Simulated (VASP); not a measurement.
## AgI: single point with PBEsol

The system is AgI.

```
CELL_PARAMETERS angstrom
0.00000 3.03772 3.03772
3.03772 0.00000 3.03772
3.03772 3.03772 0.00000
ATOMIC_POSITIONS crystal
Ag 0.00000 0.00000 0.00000
I 0.75000 0.75000 0.75000
```

| Property | Result |
| --- | --- |
| Program | VASP 6.6.1 |
| Task | single point |
| Functional | PBEsol |
| Potentials or basis | VASP PAW PBE potentials, release 64 (Ag, I) |
| Cutoff | 500 eV |
| k mesh | 8 × 8 × 8 |
| Occupations | gaussian, width 0.01 eV |
| Spin | no spin polarisation |

```
Pressure               : 9.9 GPa
Band gap on the k mesh : 1.21 eV, direct
```

Levels at points of the mesh, in eV from the valence-band top:
```csv
k point,band 7,band 8,band 9,band 10,band 11,band 12
"(0.00, 0.00, 0.00)",0.00,0.00,0.00,1.21,5.26,5.26
"(0.50, 0.00, 0.00)",-3.92,-1.07,-1.07,2.50,5.85,5.85
"(0.50, 0.50, 0.00)",-3.53,-2.59,-2.59,2.89,3.53,9.18
```

Run time: 11 s on 1 thread of AMD EPYC 9R45 96-Core Processor (Zen 5), on a shared host, peak memory 0.15 GiB.

Caveat: the PAW data sets were made with another functional, which shifts forces and pressure a little; spin-orbit coupling is left out, which moves the levels of the heavy elements. As with any semilocal functional, this PBEsol gap is likely too small.
